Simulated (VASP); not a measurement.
# BeGa2Se4 (I-4) in VASP: notebook

Runs on BeGa2Se4. Level: PBE. Tasks: single point, relaxation of cell and atoms.

Everything below comes from runs of VASP 6.6.1. Logs are shortened: lines on timing, memory, paths and dates and some standing lists are left out, and cuts for length are marked.

## 1. The cell of the first run

It takes space group I-4 (No. 82, tetragonal). The conventional cell has a = 5.417 Å, b = 5.417 Å, c = 10.978 Å, α = 90.00°, β = 90.00°, γ = 90.00°. Within 3.0 Å of Se (site symmetry 1) lie 1 Be at 2.27 Å and 2 Ga at 2.45 to 2.46 Å. Ga (site symmetry -4) has 4 Se at 2.45 Å within 3.2 Å. Within 3.2 Å of Ga (site symmetry -4) lie 4 Se at 2.46 Å. Within 3.0 Å of Be (site symmetry -4) lie 4 Se at 2.27 Å.

## 2. Single point, PBE

INCAR reads:

```
SYSTEM = BeGa2Se4
PREC = Accurate
ENCUT = 520
EDIFF = 1E-6
ISMEAR = -1
SIGMA = 0.1
LREAL = .FALSE.
LASPH = .TRUE.
NELM = 60
ALGO = Normal
ISIF = 2
LWAVE = .FALSE.
LCHARG = .TRUE.
GGA = PE
LELF = .TRUE.
LVHAR = .TRUE.
NBANDS = 35
```

KPOINTS reads:

```
Automatic mesh
0
G
  4 4 4
  0 0 0
```

POSCAR reads:

```
BeGa2Se4
1.0
    0.0000000000      5.4171183236      0.0000000000
    5.4171183236      0.0000000000      0.0000000000
    2.7085591618      2.7085591618     -5.4889677638
Se Ga Be
4 2 1
Direct
    0.3455232026      0.3758355699      0.7485525897
    0.6241644301      0.0940757923      0.2514474103
    0.9059242077      0.8756118404      0.7485525897
    0.1243881596      0.6544767974      0.2514474103
    0.7500000000      0.2500000000      0.5000000000
    0.5000000000      0.5000000000      0.0000000000
    0.0000000000      0.0000000000      0.0000000000
```

Potentials or basis: VASP PAW PBE potentials, release 64 (Se, Ga_d, Be).

On the command line:

```bash
$ cat potpaw_PBE.64/Se/POTCAR potpaw_PBE.64/Ga_d/POTCAR potpaw_PBE.64/Be/POTCAR > POTCAR
$ mpirun -np 1 vasp_std > vasp.out
```

OUTCAR:

```text
SYSTEM = BeGa2Se4
   PREC = Accurate
   ENCUT = 520
   EDIFF = 1E-6
   ISMEAR = -1
   LREAL = .FALSE.
   LASPH = .TRUE.
   NELM = 60
   ISIF = 2
   GGA = PE

 ion  position               nearest neighbor table
   1  0.346  0.376  0.749-   7 2.27   5 2.45   6 2.46
   2  0.624  0.094  0.251-   7 2.27   5 2.45   6 2.46
   3  0.906  0.876  0.749-   7 2.27   5 2.45   6 2.46
   4  0.124  0.654  0.251-   7 2.27   5 2.45   6 2.46
   5  0.750  0.250  0.500-   2 2.45   3 2.45   1 2.45   4 2.45
   6  0.500  0.500  0.000-   3 2.46   2 2.46   4 2.46   1 2.46
   7  0.000  0.000  0.000-   1 2.27   2 2.27   4 2.27   3 2.27

  LATTYP: Found a body centered tetragonal cell.
 ALAT       =     5.4171183236
 C/A-ratio  =     2.0265268122

  Lattice vectors:

 A1 = (  -2.7085591618,   2.7085591618,   5.4889677638)
 A2 = (   2.7085591618,  -2.7085591618,   5.4889677638)
 A3 = (   2.7085591618,   2.7085591618,  -5.4889677638)

Analysis of symmetry for initial positions (statically):
=====================================================================
 Subroutine PRICEL returns:
 Original cell was already a primitive cell.

 Routine SETGRP: Setting up the symmetry group for a
 body centered tetragonal supercell.

 Subroutine GETGRP returns: Found  4 space group operations
 (whereof  4 operations were pure point group operations)
 out of a pool of 16 trial point group operations.

The static configuration has the point symmetry S_4 .

Analysis of symmetry for dynamics (positions and initial velocities):
=====================================================================
 Subroutine PRICEL returns:
 Original cell was already a primitive cell.

 Routine SETGRP: Setting up the symmetry group for a
 body centered tetragonal supercell.

 Subroutine GETGRP returns: Found  4 space group operations
 (whereof  4 operations were pure point group operations)
 out of a pool of 16 trial point group operations.

The dynamic configuration has the point symmetry S_4 .

 Subroutine INISYM returns: Found  4 space group operations
 (whereof  4 operations are pure point group operations),
 and found     1 'primitive' translations

----------------------------------------------------------------------------------------

                                     Primitive cell

  volume of cell :     161.0747

  direct lattice vectors                    reciprocal lattice vectors
     0.000000000  5.417118324  0.000000000     0.000000000  0.184599992  0.091091808
     5.417118324  0.000000000  0.000000000     0.184599992  0.000000000  0.091091808
     2.708559162  2.708559162 -5.488967764     0.000000000  0.000000000 -0.182183617

  length of vectors
     5.417118324  5.417118324  6.693381252     0.205851584  0.205851584  0.182183617

  position of ions in fractional coordinates (direct lattice)
     0.345523203  0.375835570  0.748552590
     0.624164430  0.094075792  0.251447410
     0.905924208  0.875611840  0.748552590
     0.124388160  0.654476797  0.251447410
     0.750000000  0.250000000  0.500000000
     0.500000000  0.500000000  0.000000000
     0.000000000  0.000000000  0.000000000

  ion indices of the primitive-cell ions
   primitive index   ion index
                 1           1
                 2           2
                 3           3
                 4           4
                 5           5
                 6           6
                 7           7

----------------------------------------------------------------------------------------

 KPOINTS: Automatic mesh

Automatic generation of k-mesh.
 Grid dimensions read from file:
 generate k-points for:    4    4    4

 Generating k-lattice:

  Cartesian coordinates                     Fractional coordinates (reciprocal lattice)
     0.000000000  0.046149998  0.022772952     0.250000000  0.000000000  0.000000000
     0.046149998  0.000000000  0.022772952     0.000000000  0.250000000  0.000000000
     0.000000000  0.000000000 -0.045545904     0.000000000  0.000000000  0.250000000

  Length of vectors
     0.051462896  0.051462896  0.045545904

  Shift w.r.t. Gamma in fractional coordinates (k-lattice)
     0.000000000  0.000000000  0.000000000

 Subroutine IBZKPT returns following result:
 ===========================================

 Found     14 irreducible k-points:

 Following reciprocal coordinates:
            Coordinates               Weight
  0.000000  0.000000  0.000000      1.000000
  0.250000  0.000000  0.000000      8.000000
  0.500000  0.000000  0.000000      4.000000
  0.250000  0.250000  0.000000      8.000000
  0.500000  0.250000  0.000000      8.000000
 -0.250000  0.500000  0.000000      8.000000
 -0.250000  0.250000  0.000000      4.000000
  0.500000  0.500000  0.000000      2.000000
  0.000000  0.000000  0.250000      2.000000
  0.500000  0.000000  0.250000      4.000000
 -0.250000  0.000000  0.250000      8.000000
  0.500000  0.500000  0.250000      2.000000
 -0.250000 -0.250000  0.250000      4.000000
  0.000000  0.000000  0.500000      1.000000
   k-points           NKPTS =     14   k-points in BZ     NKDIM =     14   number of bands    NBANDS=     35
   number of dos      NEDOS =    301   number of ions     NIONS =      7
   total plane-waves  NPLWV =  80000
   dimension x,y,z NGX =    40 NGY =   40 NGZ =   50
   dimension x,y,z NGXF=    80 NGYF=   80 NGZF=  100
   ions per type =               4   2   1
   NGX,Y,Z   is equivalent  to a cutoff of  12.28, 12.28, 12.42 a.u.
   NGXF,Y,Z  is equivalent  to a cutoff of  24.55, 24.55, 24.84 a.u.
 SYSTEM =  BeGa2Se4
   PREC   = accura    normal or accurate (medium, high low for compatibility)
   ISTART =      0    job   : 0-new  1-cont  2-samecut
   ICHARG =      2    charge: 1-file 2-atom 10-const
   ISPIN  =      1    spin polarized calculation?
   LNONCOLLINEAR =      F non collinear calculations
   LSORBIT =      F    spin-orbit coupling
   LASPH  =      T    aspherical Exc in radial PAW
   ENCUT  =  520.0 eV  38.22 Ry    6.18 a.u.  10.07 10.07 12.45*2*pi/ulx,y,z
   NELM   =     60;   NELMIN=  2; NELMDL= -5     # of ELM steps
   EDIFF  = 0.1E-05   stopping-criterion for ELM
   LREAL  =      F    real-space projection
   EDIFFG = 0.1E-04   stopping-criterion for IOM
   NSW    =      0    number of steps for IOM
   IBRION =     -1    ionic relax: 0-MD 1-quasi-New 2-CG
   NFREE  =      0    steps in history (QN), initial steepest desc. (CG)
   ISIF   =      2    stress and relaxation
   ISYM   =      2    0-nonsym 1-usesym 2-fastsym
   POTIM  = 0.5000    time-step for ionic-motion
   TEBEG  =    0.0;   TEEND  =   0.0 temperature during run
   PSTRESS=    0.0 pullay stress
   NELECT =      52.0000    total number of electrons
   NUPDOWN=      -1.0000    fix difference up-down
   EMIN   =  10.00;   EMAX   =-10.00  energy-range for DOS
   EFERMI =   0.00;   METHOD = LEGACY
   ISMEAR =    -1;   SIGMA  =   0.10  broadening in eV -4-tet -1-fermi 0-gaus
   EFERMI_NEDOS =   21; number of points for ismear=-14 and -15
   IALGO  =     38    algorithm
   IMIX   =      4    mixing-type and parameters
     AMIX     =   0.40;   BMIX     =  1.00
     AMIX_MAG =   1.60;   BMIX_MAG =  1.00
  volume/ion in A,a.u.               =      23.01       155.28
  Fermi-wavevector in a.u.,A,eV,Ry     =   1.123053  2.122262 17.160315  1.261248
  Thomas-Fermi vector in A             =   2.259717
   LORBIT       =      0    0 simple, 1 ext, 2 COOP (PROOUT), +10 PAW based schemes
   GGA     = PE    functional components
   LHFCALC =     F    Hartree Fock is set to
   AEXX    =    0.0000 exact exchange contribution
   IVDW    =     0    specifies the selected vdW correction
   LEPSILON=     F    determine dielectric tensor
   LRPA    =     F    only Hartree local field effects (RPA)
 non-spin polarized calculation
  energy-cutoff  :      520.00
  volume of cell :      161.07
 maximum number of plane-waves:      4360
   NGX = 21   NGY = 21   NGZ = 25

 number of electron      51.9999987 magnetization

 Free energy of the ion-electron system (eV)
  ---------------------------------------------------
  ext. energy  EPLUGINS =         0.00000000
  ---------------------------------------------------
  free energy    TOTEN  =       -28.12534724 eV

  energy without entropy =      -28.12530566  energy(sigma->0) =      -28.12532645

 E-fermi :   3.5326     XC(G=0):  -9.1935

 val. band max:        2.6262634652   @ k =   0.0000   0.0000   0.0000
 cond. band min:       4.3054354525   @ k =   0.0000   0.0000   0.0000
 fundamental gap:      1.6791719873
 Fermi energy:         3.5325663001

 k-point     1 :       0.0000    0.0000    0.0000
  band No.  band energies     occupation
      1     -12.0484      2.00000
      2     -12.0484      2.00000
      3     -12.0472      2.00000
      4     -11.9150      2.00000
      5     -11.9096      2.00000
      6     -11.8939      2.00000
[... 27 lines left out ...]
     34       8.2123      0.00000
     35       8.8658      0.00000

 k-point     2 :       0.2500    0.0000    0.0000
  band No.  band energies     occupation
      1     -12.0584      2.00000
      2     -12.0506      2.00000
      3     -12.0403      2.00000
      4     -11.9248      2.00000
      5     -11.9096      2.00000
      6     -11.9039      2.00000
[... 27 lines left out ...]
     34       8.5829      0.00000
     35       8.9483      0.00000

 k-point     3 :       0.5000    0.0000    0.0000
  band No.  band energies     occupation
      1     -12.0670      2.00000
      2     -12.0534      2.00000
      3     -12.0322      2.00000
      4     -11.9381      2.00000
      5     -11.9111      2.00000
      6     -11.9066      2.00000
[... 27 lines left out ...]
     34       8.8877      0.00000
     35       9.0491      0.00000

 k-point     4 :       0.2500    0.2500    0.0000
  band No.  band energies     occupation
      1     -12.0631      2.00000
      2     -12.0548      2.00000
      3     -12.0321      2.00000
      4     -11.9403      2.00000
      5     -11.9098      2.00000
      6     -11.9035      2.00000
[... 27 lines left out ...]
     34       8.8393      0.00000
     35       9.4159      0.00000

 k-point     5 :       0.5000    0.2500    0.0000
  band No.  band energies     occupation
      1     -12.0686      2.00000
      2     -12.0549      2.00000
      3     -12.0296      2.00000
      4     -11.9428      2.00000
      5     -11.9110      2.00000
      6     -11.9061      2.00000
[... 258 lines left out ...]
 k-point    12 :       0.5000    0.5000    0.2500
  band No.  band energies     occupation
      1     -12.0664      2.00000
      2     -12.0628      2.00000
      3     -12.0238      2.00000
      4     -11.9455      2.00000
      5     -11.9170      2.00000
      6     -11.9071      2.00000
[... 27 lines left out ...]
     34       8.5179      0.00000
     35       8.8738      0.00000

 k-point    13 :      -0.2500   -0.2500    0.2500
  band No.  band energies     occupation
      1     -12.0642      2.00000
      2     -12.0582      2.00000
      3     -12.0195      2.00000
      4     -11.9612      2.00000
      5     -11.9095      2.00000
      6     -11.8988      2.00000
[... 27 lines left out ...]
     34       8.9337      0.00000
     35       8.9664      0.00000

 k-point    14 :       0.0000    0.0000    0.5000
  band No.  band energies     occupation
      1     -12.0531      2.00000
      2     -12.0531      2.00000
      3     -12.0177      2.00000
      4     -11.9766      2.00000
      5     -11.9104      2.00000
      6     -11.8870      2.00000
[... 27 lines left out ...]
     34       9.0453      0.00000
     35       9.8655      0.00000

------------------------ aborting loop because EDIFF is reached ----------------------------------------

  FORCE on cell =-STRESS in cart. coord.  units (eV):
  Direction    XX          YY          ZZ          XY          YZ          ZX
  --------------------------------------------------------------------------------------
  -------------------------------------------------------------------------------------
  Total        0.1276159      0.1276159      0.1377617      0.0000001      0.0000000      0.0000000
  in kB        1.2693696      1.2693696      1.3702880      0.0000008      0.0000000      0.0000000
  external PRESSURE =       1.3030091 kB  Pullay stress =       0.0000000 kB

 VOLUME and BASIS-vectors are now :
 -----------------------------------------------------------------------------
  energy-cutoff  :      520.00
  volume of cell :      161.07
      direct lattice vectors                 reciprocal lattice vectors
     0.000000000  5.417118324  0.000000000     0.000000000  0.184599992  0.091091808
     5.417118324  0.000000000  0.000000000     0.184599992  0.000000000  0.091091808
     2.708559162  2.708559162 -5.488967764     0.000000000  0.000000000 -0.182183617

 POSITION                                       TOTAL-FORCE (eV/Angst)
 -----------------------------------------------------------------------------------
      4.06344      3.89924     -4.10878         0.003958     -0.010526      0.014737
      1.19068      4.06223     -1.38019        -0.010526     -0.003958     -0.014737
      6.77079      6.93500     -4.10878        -0.003958      0.010526      0.014737
      4.22644      1.35489     -1.38019         0.010526      0.003958     -0.014737
      2.70856      5.41712     -2.74448         0.000000     -0.000000      0.000000
      2.70856      2.70856      0.00000         0.000000     -0.000000      0.000000
      0.00000      0.00000      0.00000        -0.000000     -0.000000      0.000000
 -----------------------------------------------------------------------------------
    total drift:                               -0.000001     -0.000002     -0.000003

  FREE ENERGIE OF THE ION-ELECTRON SYSTEM (eV)
  ---------------------------------------------------
  free  energy   TOTEN  =       -28.1253472379 eV

  energy  without entropy=      -28.1253056612  energy(sigma->0) =      -28.12532645
```

Run time: 70 s. Hardware: 1 thread of Intel Xeon Platinum 8488C (Sapphire Rapids), shared host; peak memory 0.28 GiB.

Results:

- Free energy: -28.1253 eV
- Pressure: 0.1 GPa
- Largest force: 0.019 eV/Å
- Band gap on the k mesh: 1.68 eV

Forces on the atoms (eV/Å):
```
Se   0.004 -0.011  0.015
Se  -0.011 -0.004 -0.015
Se  -0.004  0.011  0.015
Se   0.011  0.004 -0.015
Ga   0.000  0.000  0.000
Ga   0.000  0.000  0.000
Be   0.000  0.000  0.000
```

## 3. Relaxation of cell and atoms, PBE

This run uses another cell than the first one, of 23.37 Å³/atom.

INCAR reads:

```
SYSTEM = BeGa2Se4
PREC = Accurate
ENCUT = 600
EDIFF = 1E-6
ISMEAR = -1
SIGMA = 0.1
LREAL = .FALSE.
LASPH = .TRUE.
NELM = 100
ALGO = Normal
ISIF = 3
LWAVE = .FALSE.
LCHARG = .FALSE.
GGA = PE
IBRION = 2
NSW = 60
EDIFFG = -0.01
```

KPOINTS reads:

```
regular mesh
0
G
  4 4 4
  0 0 0
```

POSCAR reads:

```
BeGa2Se4
1.0
    0.0000000000      5.5946400000      0.0000000000
    5.5946400000      0.0000000000      0.0000000000
    2.7973200000      2.7973200000     -5.2264050000
Se Ga Be
4 2 1
Direct
    0.3900000000      0.3800000000      0.7400000000
    0.6200000000      0.1300000000      0.2600000000
    0.8700000000      0.8800000000      0.7400000000
    0.1200000000      0.6100000000      0.2600000000
    0.7500000000      0.2500000000      0.5000000000
    0.5000000000      0.5000000000      0.0000000000
    0.0000000000      0.0000000000      0.0000000000
```

Potentials or basis: VASP PAW PBE potentials, release 64 (Se, Ga_d, Be).

On the command line:

```bash
$ cat potpaw_PBE.64/Se/POTCAR potpaw_PBE.64/Ga_d/POTCAR potpaw_PBE.64/Be/POTCAR > POTCAR
$ mpirun -np 1 vasp_std > vasp.out
```

Run time: 13 min. Hardware: 1 thread of Intel Xeon Platinum 8488C (Sapphire Rapids), shared host; peak memory 0.41 GiB.

The run converged. Its results:

| Property | Result |
| --- | --- |
| Free energy | -28.1256 eV |
| Relaxed volume | 23.04 Å³/atom |
| Relaxed cell | a = 5.420 Å, b = 5.420 Å, c = 6.696 Å, α = 66.13°, β = 66.13°, γ = 90.00° |
| Space group after relaxing (to 0.1 Å) | I-4 (No. 82) |
| Energy gained by relaxing | 124.0 meV/atom |
| Ionic steps | 17 |
| Pressure after relaxing | 0.0 GPa |
| Largest force after relaxing | 0.005 eV/Å |
| Band gap on the k mesh | 1.67 eV |

Forces on the atoms (eV/Å):
```
Se  -0.002  0.000  0.005
Se   0.000  0.002 -0.005
Se   0.002  0.000  0.005
Se   0.000 -0.002 -0.005
Ga   0.000  0.000  0.000
Ga   0.000  0.000  0.000
Be   0.000  0.000  0.000
```

The path:
```
step  energy change (eV)  largest force (eV/Å)  pressure (GPa)  volume (Å³)
   1              0.0000                1.9533            3.93       163.59
   2             -0.4821                0.6500           -2.89       177.55
   3             -0.4830                0.6920           -2.65       176.87
   4             -0.7135                0.4135           -1.53       170.26
   5             -0.8182                0.2747            0.37       162.53
   6             -0.8483                0.1753           -0.02       162.77
   7             -0.8578                0.1746           -0.39       162.97
   8             -0.8649                0.1039            0.21       161.08
   9             -0.8649                0.1017            0.26       160.98
  10             -0.8674                0.0113           -0.09       161.62
  11             -0.8674                0.0139           -0.07       161.59
  12             -0.8678                0.0115            0.01       161.31
  13             -0.8678                0.0145            0.06       161.26
  14             -0.8678                0.0144           -0.05       161.42
  15             -0.8678                0.0133           -0.02       161.36
  16             -0.8678                0.0134           -0.03       161.37
  17             -0.8679                0.0050            0.00       161.28
```

Final structure:
```xyz
7
Lattice="0.0000 5.4196 0.0000 5.4196 0.0000 0.0000 2.7098 2.7098 -5.4911" Properties=species:S:1:pos:R:3 pbc="T T T"
Se    4.0661    3.9000   -4.1093
Se    1.1903    4.0632   -1.3818
Se    6.7730    6.9391   -4.1093
Se    4.2293    1.3563   -1.3818
Ga    2.7098    5.4196   -2.7455
Ga    2.7098    2.7098    0.0000
Be    0.0000    0.0000    0.0000
```

Levels at points of the mesh, in eV from the valence-band top:
```
           k point  band 22  band 23  band 24  band 25  band 26  band 27  band 28  band 29  band 30  band 31
(0.00, 0.00, 0.00)    -2.16    -2.16    -0.08     0.00     0.00     1.67     2.53     2.55     4.81     4.81
(0.50, 0.00, 0.00)    -1.94    -1.90    -1.30    -1.08    -0.71     3.19     3.56     4.08     4.89     5.18
(0.50, 0.50, 0.00)    -1.43    -1.36    -0.75    -0.40    -0.28     1.85     2.25     4.06     5.07     5.31
(0.00, 0.00, 0.50)    -1.80    -1.80    -1.80    -0.80    -0.80     2.03     2.17     2.67     2.67     3.28
```

A k mesh can miss the band edges.
